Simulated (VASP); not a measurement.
Input of a VASP 6.6.1 run:

File INCAR:

```
PREC = Accurate
ENCUT = 600
EDIFF = 1E-7
ISMEAR = 0
SIGMA = 0.1
LREAL = F
LASPH = T
NELM = 60
ALGO = Normal
ISIF = 3
LWAVE = F
LCHARG = F
GGA = PE
IBRION = 2
NSW = 100
EDIFFG = -0.01
```

The input KPOINTS:

```
regular mesh
0
Gamma
  6 6 6
```

File POSCAR:

```
LiMg3Cl6
1.0
    6.3925115362      0.0000000000      0.0000000000
   -3.1962557681      5.5360773843      0.0000000000
    0.0000000000      0.0000000000      6.7860184229
Li Mg Cl
1 3 6
Direct
    0.0000000000      0.0000000000      0.0000000000
    0.3333333333      0.6666666667      0.0000000000
    0.6666666667      0.3333333333      0.0000000000
    0.0000000000      0.0000000000      0.5000000000
    0.3373732435      0.0000000000      0.2066628899
    0.0000000000      0.3373732435      0.2066628899
    0.6626267565      0.6626267565      0.2066628899
    0.0000000000      0.6626267565      0.7933371101
    0.6626267565      0.0000000000      0.7933371101
    0.3373732435      0.3373732435      0.7933371101
```

Potentials or basis: VASP PAW PBE potentials, release 64 (Li_sv, Mg, Cl).

Run with:

```console
$ cat potpaw_PBE.64/Li_sv/POTCAR potpaw_PBE.64/Mg/POTCAR potpaw_PBE.64/Cl/POTCAR > POTCAR
$ mpirun -np 1 vasp_std > vasp.out
```

(1) What does it give for the relaxed volume?

(2) Estimate the relaxed cell.

## Answers

(1) 23.95 Å³/atom.

(2) a = 6.387 Å, b = 6.387 Å, c = 6.779 Å, α = 90.00°, β = 90.00°, γ = 120.00°.

Caveat: the cutoff is under 1.25 times the usual one of these potentials, so pressure, stress and relaxed cells hold a basis-set (Pulay) error; an odd number of electrons without spin polarisation forces a metal; a magnetic or distorted state may lie lower.
